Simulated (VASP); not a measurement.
# CuNi5 (P4/mmm) in VASP: single point with PBE

Aim: the single point of CuNi5 with PBE.

Program: VASP 6.6.1. These are calculated values, not measurements. Logs are shortened: lines on timing, memory, paths and dates and some standing lists are left out, and cuts for length are marked.

## 1. The cell of the first run

It takes space group P4/mmm (No. 123, tetragonal). Conventional cell: a = 2.499 Å, b = 2.499 Å, c = 10.618 Å, α = 90.00°, β = 90.00°, γ = 90.00°. Cu (site symmetry 4/mmm) has 4 Cu at 2.50 Å and 8 Ni at 2.54 Å within 3.3 Å. Within 3.3 Å of Ni (site symmetry 4mm) lie 12 Ni at 2.47 to 2.50 Å. Ni (site symmetry 4/mmm) has 12 Ni at 2.49 to 2.50 Å within 3.3 Å. Ni (site symmetry 4mm) has 8 Ni at 2.47 to 2.50 Å and 4 Cu at 2.54 Å within 3.3 Å.

## 2. Single point, PBE, collinear spin, ferromagnetic start

Contents of INCAR:

```
SYSTEM = CuNi5
PREC = Accurate
ENCUT = 520
EDIFF = 1E-6
ISMEAR = 0
SIGMA = 0.1
LREAL = .FALSE.
LASPH = .TRUE.
NELM = 150
ALGO = Normal
ISIF = 2
LWAVE = .FALSE.
LCHARG = .FALSE.
ISPIN = 2
MAGMOM = 0 -0.74 -0.74 -0.74 -0.74 -0.74
LORBIT = 11
LMAXMIX = 4
GGA = PE
NBANDS = 44
```

Contents of KPOINTS:

```
Automatic mesh
0
G
  14 14 4
  0 0 0
```

Contents of POSCAR:

```
CuNi5
1.0
    2.4986678936      0.0000000000      0.0000000000
    0.0000000000      2.4986678936      0.0000000000
    0.0000000000      0.0000000000     10.6177128859
Cu Ni
1 5
Direct
    0.0000000000      0.0000000000      0.5000000000
    0.0000000000      0.0000000000      0.8349465590
    0.5000000000      0.5000000000      0.0000000000
    0.0000000000      0.0000000000      0.1650534410
    0.5000000000      0.5000000000      0.3279882472
    0.5000000000      0.5000000000      0.6720117528
```

Potentials or basis: VASP PAW PBE potentials, release 64 (Cu, Ni).

Launch:

```
cat potpaw_PBE.64/Cu/POTCAR potpaw_PBE.64/Ni/POTCAR > POTCAR
mpirun -np 1 vasp_std > vasp.out
```

OUTCAR:

```text
SYSTEM = CuNi5
   PREC = Accurate
   ENCUT = 520
   EDIFF = 1E-6
   ISMEAR = 0
   LREAL = .FALSE.
   LASPH = .TRUE.
   NELM = 150
   ISIF = 2
   ISPIN = 2
   LORBIT = 11
   GGA = PE

 ion  position               nearest neighbor table
   1  0.000  0.000  0.500-   5 2.54   6 2.54   5 2.54   6 2.54   5 2.54   6 2.54   5 2.54   6 2.54

   2  0.000  0.000  0.835-   6 2.47   6 2.47   6 2.47   6 2.47   3 2.49   3 2.49   3 2.49   3 2.49

   3  0.500  0.500  0.000-   2 2.49   4 2.49   2 2.49   4 2.49   2 2.49   4 2.49   2 2.49   4 2.49

   4  0.000  0.000  0.165-   5 2.47   5 2.47   5 2.47   5 2.47   3 2.49   3 2.49   3 2.49   3 2.49

   5  0.500  0.500  0.328-   4 2.47   4 2.47   4 2.47   4 2.47   1 2.54   1 2.54   1 2.54   1 2.54

   6  0.500  0.500  0.672-   2 2.47   2 2.47   2 2.47   2 2.47   1 2.54   1 2.54   1 2.54   1 2.54

  LATTYP: Found a simple tetragonal cell.
 ALAT       =     2.4986678936
 C/A-ratio  =     4.2493493886

  Lattice vectors:

 A1 = (   2.4986678936,   0.0000000000,   0.0000000000)
 A2 = (   0.0000000000,   2.4986678936,   0.0000000000)
 A3 = (   0.0000000000,   0.0000000000,  10.6177128859)

Analysis of symmetry for initial positions (statically):
=====================================================================
 Subroutine PRICEL returns:
 Original cell was already a primitive cell.

 Routine SETGRP: Setting up the symmetry group for a
 simple tetragonal supercell.

 Subroutine GETGRP returns: Found 16 space group operations
 (whereof 16 operations were pure point group operations)
 out of a pool of 16 trial point group operations.

The static configuration has the point symmetry D_4h.

Analysis of symmetry for dynamics (positions and initial velocities):
=====================================================================
 Subroutine PRICEL returns:
 Original cell was already a primitive cell.

 Routine SETGRP: Setting up the symmetry group for a
 simple tetragonal supercell.

 Subroutine GETGRP returns: Found 16 space group operations
 (whereof 16 operations were pure point group operations)
 out of a pool of 16 trial point group operations.

The dynamic configuration has the point symmetry D_4h.

Analysis of structural, dynamic, and magnetic symmetry:
=====================================================================
 Subroutine PRICEL returns:
 Original cell was already a primitive cell.

 Routine SETGRP: Setting up the symmetry group for a
 simple tetragonal supercell.

 Subroutine GETGRP returns: Found 16 space group operations
 (whereof 16 operations were pure point group operations)
 out of a pool of 16 trial point group operations.

The overall configuration has the point symmetry D_4h.

 Subroutine INISYM returns: Found 16 space group operations
 (whereof 16 operations are pure point group operations),
 and found     1 'primitive' translations

----------------------------------------------------------------------------------------

                                     Primitive cell

  volume of cell :      66.2900

  direct lattice vectors                    reciprocal lattice vectors
     2.498667894  0.000000000  0.000000000     0.400213251  0.000000000  0.000000000
     0.000000000  2.498667894  0.000000000     0.000000000  0.400213251  0.000000000
     0.000000000  0.000000000 10.617712886     0.000000000  0.000000000  0.094182242

  length of vectors
     2.498667894  2.498667894 10.617712886     0.400213251  0.400213251  0.094182242

  position of ions in fractional coordinates (direct lattice)
     0.000000000  0.000000000  0.500000000
     0.000000000  0.000000000  0.834946559
     0.500000000  0.500000000  0.000000000
     0.000000000  0.000000000  0.165053441
     0.500000000  0.500000000  0.327988247
     0.500000000  0.500000000  0.672011753

  ion indices of the primitive-cell ions
   primitive index   ion index
                 1           1
                 2           2
                 3           3
                 4           4
                 5           5
                 6           6

----------------------------------------------------------------------------------------

 KPOINTS: Automatic mesh

Automatic generation of k-mesh.
 Grid dimensions read from file:
 generate k-points for:   14   14    4

 Generating k-lattice:

  Cartesian coordinates                     Fractional coordinates (reciprocal lattice)
     0.028586661  0.000000000  0.000000000     0.071428571  0.000000000  0.000000000
     0.000000000  0.028586661  0.000000000     0.000000000  0.071428571  0.000000000
     0.000000000  0.000000000  0.023545560     0.000000000  0.000000000  0.250000000

  Length of vectors
     0.028586661  0.028586661  0.023545560

  Shift w.r.t. Gamma in fractional coordinates (k-lattice)
     0.000000000  0.000000000  0.000000000

 Subroutine IBZKPT returns following result:
 ===========================================

 Found    108 irreducible k-points:

 Following reciprocal coordinates:
            Coordinates               Weight
  0.000000  0.000000  0.000000      1.000000
  0.071429  0.000000  0.000000      4.000000
  0.142857  0.000000  0.000000      4.000000
  0.214286  0.000000  0.000000      4.000000
  0.285714  0.000000  0.000000      4.000000
  0.357143  0.000000  0.000000      4.000000
[... 16 lines left out ...]
  0.285714  0.214286  0.000000      8.000000
  0.357143  0.214286  0.000000      8.000000
 [... further k-points ...]
   k-points           NKPTS =    108   k-points in BZ     NKDIM =    108   number of bands    NBANDS=     44
   number of dos      NEDOS =    301   number of ions     NIONS =      6
   total plane-waves  NPLWV =  32000
   dimension x,y,z NGX =    20 NGY =   20 NGZ =   80
   dimension x,y,z NGXF=    40 NGYF=   40 NGZF=  160
   ions per type =               1   5
   NGX,Y,Z   is equivalent  to a cutoff of  13.31, 13.31, 12.53 a.u.
   NGXF,Y,Z  is equivalent  to a cutoff of  26.61, 26.61, 25.05 a.u.
 SYSTEM =  CuNi5
   PREC   = accura    normal or accurate (medium, high low for compatibility)
   ISTART =      0    job   : 0-new  1-cont  2-samecut
   ICHARG =      2    charge: 1-file 2-atom 10-const
   ISPIN  =      2    spin polarized calculation?
   LNONCOLLINEAR =      F non collinear calculations
   LSORBIT =      F    spin-orbit coupling
   LASPH  =      T    aspherical Exc in radial PAW
   ENCUT  =  520.0 eV  38.22 Ry    6.18 a.u.   4.65  4.65 19.74*2*pi/ulx,y,z
   NELM   =    150;   NELMIN=  2; NELMDL= -5     # of ELM steps
   EDIFF  = 0.1E-05   stopping-criterion for ELM
   LREAL  =      F    real-space projection
   EDIFFG = 0.1E-04   stopping-criterion for IOM
   NSW    =      0    number of steps for IOM
   IBRION =     -1    ionic relax: 0-MD 1-quasi-New 2-CG
   NFREE  =      0    steps in history (QN), initial steepest desc. (CG)
   ISIF   =      2    stress and relaxation
   ISYM   =      2    0-nonsym 1-usesym 2-fastsym
   POTIM  = 0.5000    time-step for ionic-motion
   TEBEG  =    0.0;   TEEND  =   0.0 temperature during run
   PSTRESS=    0.0 pullay stress
   NELECT =      61.0000    total number of electrons
   NUPDOWN=      -1.0000    fix difference up-down
   EMIN   =  10.00;   EMAX   =-10.00  energy-range for DOS
   EFERMI =   0.00;   METHOD = LEGACY
   ISMEAR =     0;   SIGMA  =   0.10  broadening in eV -4-tet -1-fermi 0-gaus
   EFERMI_NEDOS =   21; number of points for ismear=-14 and -15
   IALGO  =     38    algorithm
   IMIX   =      4    mixing-type and parameters
     AMIX     =   0.40;   BMIX     =  1.00
     AMIX_MAG =   1.60;   BMIX_MAG =  1.00
  volume/ion in A,a.u.               =      11.05        74.56
  Fermi-wavevector in a.u.,A,eV,Ry     =   1.592339  3.009084 34.498147  2.535542
  Thomas-Fermi vector in A             =   2.690739
   LORBIT       =     11    0 simple, 1 ext, 2 COOP (PROOUT), +10 PAW based schemes
   GGA     = PE    functional components
   LHFCALC =     F    Hartree Fock is set to
   AEXX    =    0.0000 exact exchange contribution
   IVDW    =     0    specifies the selected vdW correction
   LEPSILON=     F    determine dielectric tensor
   LRPA    =     F    only Hartree local field effects (RPA)
 spin polarized calculation
 Gauss-broadening in eV      SIGMA  =   0.10
  energy-cutoff  :      520.00
  volume of cell :       66.29
 maximum number of plane-waves:      1835
 NGX is ok and might be reduce to    20
   NGX =  9   NGY =  9   NGZ = 39

 number of electron      61.0000006 magnetization      -2.7902029

 Free energy of the ion-electron system (eV)
  ---------------------------------------------------
  ext. energy  EPLUGINS =         0.00000000
  ---------------------------------------------------
  free energy    TOTEN  =       -31.00954009 eV

  energy without entropy =      -30.96067492  energy(sigma->0) =      -30.98510751

 E-fermi :   8.9495     XC(G=0): -13.1534

 val. band max:        8.9448528005   @ k =   0.2857   0.1429   0.5000
 cond. band min:       8.9495546814   @ k =   0.1429   0.0714   0.2500
 fundamental gap:      0.0047018810
 Fermi energy:         8.9495496456

 spin component 1

 k-point     1 :       0.0000    0.0000    0.0000
  band No.  band energies     occupation
      1      -0.0581      1.00000
      2       1.2632      1.00000
      3       1.3813      1.00000
      4       4.0710      1.00000
      5       4.2705      1.00000
      6       4.6278      1.00000
[... 34 lines left out ...]
     41      24.5486      0.00000
     42      25.5978      0.00000

 k-point     2 :       0.0714    0.0000    0.0000
  band No.  band energies     occupation
      1       0.0736      1.00000
      2       1.3839      1.00000
      3       1.5021      1.00000
      4       4.1594      1.00000
      5       4.3575      1.00000
      6       4.6966      1.00000
[... 979 lines left out ...]
     41      20.2737      0.00000
     42      21.1998      0.00000

 k-point    24 :       0.3571    0.2143    0.0000
  band No.  band energies     occupation
      1       3.6933      1.00000
      2       4.4656      1.00000
      3       4.5064      1.00000
      4       5.3494      1.00000
      5       5.4365      1.00000
      6       5.5654      1.00000
[... 34 lines left out ...]
     41      19.5319      0.00000
     42      19.9520      0.00000

 [... further k-points ...]

 spin component 2

 k-point     1 :       0.0000    0.0000    0.0000
  band No.  band energies     occupation
      1      -0.0244      1.00000
      2       1.2986      1.00000
      3       1.4080      1.00000
      4       4.0108      1.00000
      5       4.1477      1.00000
      6       4.3817      1.00000
[... 34 lines left out ...]
     41      24.4823      0.00000
     42      25.5717      0.00000

 k-point     2 :       0.0714    0.0000    0.0000
  band No.  band energies     occupation
      1       0.1072      1.00000
      2       1.4181      1.00000
      3       1.5278      1.00000
      4       4.0966      1.00000
      5       4.2317      1.00000
      6       4.4480      1.00000
[... 979 lines left out ...]
     41      20.1997      0.00000
     42      21.1111      0.00000

 k-point    24 :       0.3571    0.2143    0.0000
  band No.  band energies     occupation
      1       3.6627      1.00000
      2       4.3460      1.00000
      3       4.3911      1.00000
      4       5.0984      1.00000
      5       5.2032      1.00000
      6       5.2511      1.00000
[... 34 lines left out ...]
     41      19.3922      0.00000
     42      19.8588      0.00000

 [... further k-points ...]

 [bands above 42 left out]

------------------------ aborting loop because EDIFF is reached ----------------------------------------

  FORCE on cell =-STRESS in cart. coord.  units (eV):
  Direction    XX          YY          ZZ          XY          YZ          ZX
  --------------------------------------------------------------------------------------
  -------------------------------------------------------------------------------------
  Total       -0.0246162     -0.0246162      0.0084379      0.0000000     -0.0000000      0.0000000
  in kB       -0.5949550     -0.5949550      0.2039378      0.0000000     -0.0000000      0.0000000
  external PRESSURE =      -0.3286574 kB  Pullay stress =       0.0000000 kB

 VOLUME and BASIS-vectors are now :
 -----------------------------------------------------------------------------
  energy-cutoff  :      520.00
  volume of cell :       66.29
      direct lattice vectors                 reciprocal lattice vectors
     2.498667894  0.000000000  0.000000000     0.400213251  0.000000000  0.000000000
     0.000000000  2.498667894  0.000000000     0.000000000  0.400213251  0.000000000
     0.000000000  0.000000000 10.617712886     0.000000000  0.000000000  0.094182242

 POSITION                                       TOTAL-FORCE (eV/Angst)
 -----------------------------------------------------------------------------------
      0.00000      0.00000      5.30886        -0.000000     -0.000000      0.000000
      0.00000      0.00000      8.86522        -0.000000     -0.000000      0.005439
      1.24933      1.24933      0.00000        -0.000000     -0.000000      0.000000
      0.00000      0.00000      1.75249         0.000000     -0.000000     -0.005439
      1.24933      1.24933      3.48249         0.000000      0.000000     -0.014426
      1.24933      1.24933      7.13523        -0.000000     -0.000000      0.014426
 -----------------------------------------------------------------------------------
    total drift:                               -0.000000     -0.000000     -0.000000

  FREE ENERGIE OF THE ION-ELECTRON SYSTEM (eV)
  ---------------------------------------------------
  free  energy   TOTEN  =       -31.0095400879 eV

  energy  without entropy=      -30.9606749225  energy(sigma->0) =      -30.98510751

 total charge

# of ion       s       p       d       tot
------------------------------------------
    1        0.463   0.415   9.159  10.036
    2        0.497   0.499   8.311   9.307
    3        0.495   0.494   8.308   9.298
    4        0.497   0.499   8.311   9.307
    5        0.482   0.468   8.340   9.290
    6        0.482   0.468   8.340   9.290
--------------------------------------------------
tot          2.917   2.843  50.769  56.529

 magnetization (x)

# of ion       s       p       d       tot
------------------------------------------
    1        0.006   0.015  -0.024  -0.003
    2        0.006   0.023  -0.645  -0.615
    3        0.007   0.025  -0.689  -0.657
    4        0.006   0.023  -0.645  -0.615
    5        0.004   0.017  -0.505  -0.484
    6        0.004   0.017  -0.505  -0.484
--------------------------------------------------
tot          0.033   0.121  -3.013  -2.858
```

Run time: 12 min. Hardware: 1 thread of Intel Xeon 6975P-C, shared host; peak memory 0.53 GiB.

Results:

```yaml
Free_energy: -31.0095 eV
Pressure: 0.0 GPa
Largest_force: 0.014 eV/Å
Net_moment: -2.79 μB per cell
Site_moments: Cu -0.00; Ni -0.61, -0.66, -0.48 μB
Valence_electrons_inside_the_program's_atomic_spheres: Cu 10.04; Ni 9.31, 9.30, 9.29
```

Forces on the atoms (eV/Å):
```
Cu   0.000  0.000  0.000
Ni   0.000  0.000  0.005
Ni   0.000  0.000  0.000
Ni   0.000  0.000 -0.005
Ni   0.000  0.000 -0.014
Ni   0.000  0.000  0.014
```

Stress tensor (GPa, compression positive):
```
-0.06  0.00  0.00
 0.00 -0.06  0.00
 0.00  0.00  0.02
```
